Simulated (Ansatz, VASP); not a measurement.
**LiH: VASP beside Ansatz**

File INCAR:

```
PREC = Accurate ; ENCUT = 520
EDIFF = 1E-6 ; ISMEAR = 0
SIGMA = 0.05 ; LREAL = F
LASPH = T ; NELM = 60
ALGO = Normal ; ISIF = 2
LWAVE = F ; LCHARG = F
GGA = PE ; NBANDS = 9
```

File KPOINTS:

```
Automatic mesh
0
Gamma
  14 14 14
```

POSCAR

```
LiH
1.0
    0.0000000000      1.9907913350      1.9907913350
    1.9907913350      0.0000000000      1.9907913350
    1.9907913350      1.9907913350      0.0000000000
Li H
1 1
Direct
    0.0000000000      0.0000000000      0.0000000000
    0.5000000000      0.5000000000      0.5000000000
```

Input for Ansatz:

```yaml
crystal:
  lattice:
    - [0.0, 1.990791335, 1.990791335]
    - [1.990791335, 0.0, 1.990791335]
    - [1.990791335, 1.990791335, 0.0]
  atoms:
    - { symbol: Li, position: [0.0, 0.0, 0.0] }
    - { symbol: H, position: [0.5, 0.5, 0.5] }
basis:
  ecutwfc: 420
  ecutrho_ratio: 4
kpoints:
  mp_grid: { grid: [14, 14, 14] }
hamiltonian:
  xc: pbe
scf:
  occupations: { method: gaussian, width: 0.05 }
output:
  forces: true
  stress: true
  eigenvalues: true
```

Alike in both runs: task single point; functional PBE; k mesh 14 × 14 × 14; occupations gaussian, width 0.05 eV; no spin polarisation.

```csv
,VASP,Ansatz
version,VASP 6.6.1,Ansatz 0.2.0
potentials or method,"VASP PAW PBE potentials, release 64 (Li_sv, H), cutoff 520 eV","scalar-relativistic, plane waves, PAW"
valence electrons in the cell,4,4
```

|  | VASP | Ansatz | Ansatz less VASP |
| --- | --- | --- | --- |
| gap on the k mesh at the Fermi level (eV) | 2.96 | 2.97 | +0.006 |
| least direct gap on the mesh (eV) | 2.96 | 2.97 | +0.006 |

With one functional, cell and mesh, what is left measures potentials, basis and numerics.

Noted on VASP's run: the cutoff is under 1.25 times that of the potentials, so the pressure is a little rough.
